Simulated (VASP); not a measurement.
Wanted: the native input for a VASP 6.6.1 run.

- Task: single point
- Functional: PBEsol
- Potentials or basis: VASP PAW PBE potentials, release 64 (Si, O, H)
- Cutoff: 520 eV
- k mesh: 1 × 1 × 1
- Occupations: fermi-dirac, width 0.05 eV
- Spin: collinear spin
- Dipole correction: no
- Further INCAR settings: LREAL = Auto; ALGO = Normal; EDIFF = 1e-06; NBANDS = 162

The structure of Si16HO32 (a cell with a defect) lies in POSCAR:

```
Si16HO32
1.0
  -10.0780000000      0.0000000000      0.0000000000
    0.0000000000     -8.7640000000      0.0000000000
    0.0000000000      0.0000000000      8.2350000000
Si O H
16 32 1
Direct
    0.4692227647      0.3506874402      0.5591234254
    0.5270424214      0.6814733560      0.0559227523
    0.5302412787      0.3539747640      0.9284707649
    0.4706920178      0.6768322264      0.4330985045
    0.2179783449      0.8449636825      0.5711485008
    0.2856427517      0.1673925612      0.0692428106
    0.2759848273      0.8343830975      0.9463377467
    0.2275098486      0.1792136802      0.4461930872
    0.9678178155      0.3262619672      0.5621329615
    0.0360926196      0.6474477135      0.0674816124
    0.0248136882      0.3204492854      0.9401017210
    0.9758535224      0.6519725857      0.4367406697
    0.7317419073      0.8216465647      0.5484018519
    0.7717918043      0.1677478878      0.0486512154
    0.7891154319      0.8351294418      0.9279462894
    0.7117866221      0.1559107666      0.4259813108
    0.4839804292      0.7128828130      0.2416666415
    0.5112975101      0.4013343860      0.7403906509
    0.4241657605      0.5013963919      0.4587709989
    0.5705247122      0.5048042739      0.0315977672
    0.5928406930      0.2723927564      0.4669695902
    0.4020077512      0.7190695421      0.9376194137
    0.3932668347      0.2851757284     -0.0023602943
    0.6119190273      0.7008785128      0.5235743914
    0.2857730608      0.1848613900      0.2641487493
    0.2173134926      0.8603190037      0.7664586586
    0.1797898253      0.0087098521      0.4934893210
    0.3263901407     -0.0057030048      0.0226265713
    0.3627597871      0.7929782564      0.5083651457
    0.1407015058      0.2041414118      0.9949019539
    0.1605294924      0.7644153915      0.0617315753
    0.3445162324      0.2334661764      0.5694679163
    0.0096889818      0.5989491074      0.2537085265
   -0.0080189957      0.2883492616      0.7514615032
    0.9277538745      0.5043058672      0.5400760811
    0.0727453000      0.4954839742     -0.0356135641
    0.1014972173      0.2932027581      0.4583226534
    0.9045837767      0.7243883867      0.9931496511
    0.8928828606      0.2901124921      0.0491036656
    0.1072560518      0.7213013030      0.5205934619
    0.7209149300      0.1387187045      0.2313552565
    0.7806447659      0.8134982490      0.7341455003
    0.6786122839     -0.0095302165      0.5032719085
    0.8256055977      0.0107361479     -0.0310453322
    0.8566747082      0.7769750350      0.4324963999
    0.6492253786      0.2303775139      0.9399814949
    0.6495864816      0.7930643382      0.0135166763
    0.8501310892      0.2174643071      0.4985842811
    0.0083554762     -0.0174642315      0.2393986607
```

These files were run (other wordings do the same):

INCAR

```
SYSTEM = Si16HO32
PREC = Accurate
ENCUT = 520
EDIFF = 1E-6
ISMEAR = -1
SIGMA = 0.05
LREAL = Auto
LASPH = .TRUE.
NELM = 200
ALGO = Normal
ISIF = 2
LWAVE = .FALSE.
LCHARG = .FALSE.
ISPIN = 2
MAGMOM = 0 0 0 0 0 0 0 0 0 0 0 0 0 0 0 0 0 0 0 0 0 0 0 0 0 0 0 0 0 0 0 0 0 0 0 0 0 0 0 0 0 0 0 0 0 0 0 0 1
LORBIT = 11
GGA = PS
NBANDS = 162
GGA_COMPAT = .FALSE.
```

KPOINTS

```
regular mesh
0
G
  1 1 1
  0 0 0
```

Potentials or basis: VASP PAW PBE potentials, release 64 (Si, O, H).

The run is started by

```console
$ cat potpaw_PBE.64/Si/POTCAR potpaw_PBE.64/O/POTCAR potpaw_PBE.64/H/POTCAR > POTCAR
$ mpirun -np 1 vasp_gam > vasp.out
```

It gave:

- Pressure: 0.9 GPa
- Largest force: 0.053 eV/Å
- Band gap on the k mesh: 4.38 eV
- Net moment: 1.00 μB per cell
- Site moments: Si +0.00, -0.00 (each value once); O +0.00, +0.01 (each value once); H +0.37 μB
- Valence electrons inside the program's atomic spheres: Si 1.65; O 5.24, 5.23, 5.22, 5.21, 5.25 (each value once); H 0.37

Caveat: the k points lie up to 0.76 Å⁻¹ apart; the PAW data sets were made with another functional, which shifts forces and pressure a little.

Wall time 4.6 min on 1 thread of Intel(R) Xeon(R) Platinum 8488C (Sapphire Rapids), with other jobs on the host, peak memory 0.96 GiB.
